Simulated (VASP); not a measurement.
Input of a VASP 6.6.1 run:

The input INCAR:

```
PREC = Accurate
ENCUT = 520
EDIFF = 1E-7
ISMEAR = 0
SIGMA = 0.05
LREAL = False
LASPH = True
NELM = 150
ALGO = Normal
ISIF = 2
LWAVE = False
LCHARG = False
ISPIN = 2
MAGMOM = 1 0
LORBIT = 11
LMAXMIX = 4
LDAU = True
LDAUTYPE = 2
LDAUL = 2 -1
LDAUU = 3 0
LDAUJ = 0 0
LDAUPRINT = 1
GGA = PS
NBANDS = 20
```

The input KPOINTS:

```
Automatic mesh
0
Gamma
  8 8 7
```

POSCAR

```
CuO
1.0
    2.8363251100      0.0000000000      0.0000000000
   -1.4181625500      2.4563296000      0.0000000000
    0.0000000000      0.0000000000      2.7681127800
Cu O
1 1
Direct
    0.0000000000      0.0000000000      0.0000000000
    0.6666666667      0.3333333333      0.5000000000
```

Potentials or basis: VASP PAW PBE potentials, release 64 (Cu, O).

Run with:

```sh
$ cat potpaw_PBE.64/Cu/POTCAR potpaw_PBE.64/O/POTCAR > POTCAR
$ mpirun -np 1 vasp_std > vasp.out
```

(1) Estimate the net moment.

(2) What does it give for the pressure?

(3) Predict the site moments.

## Answers

(1) 1.00 μB per cell.

(2) -9.2 GPa.

(3) Cu +0.49; O +0.47 μB.

Caveat: the PAW data sets were made with another functional, which shifts forces and pressure a little; a cell with one magnetic atom can't hold antiferromagnetic order, which such compounds often take.
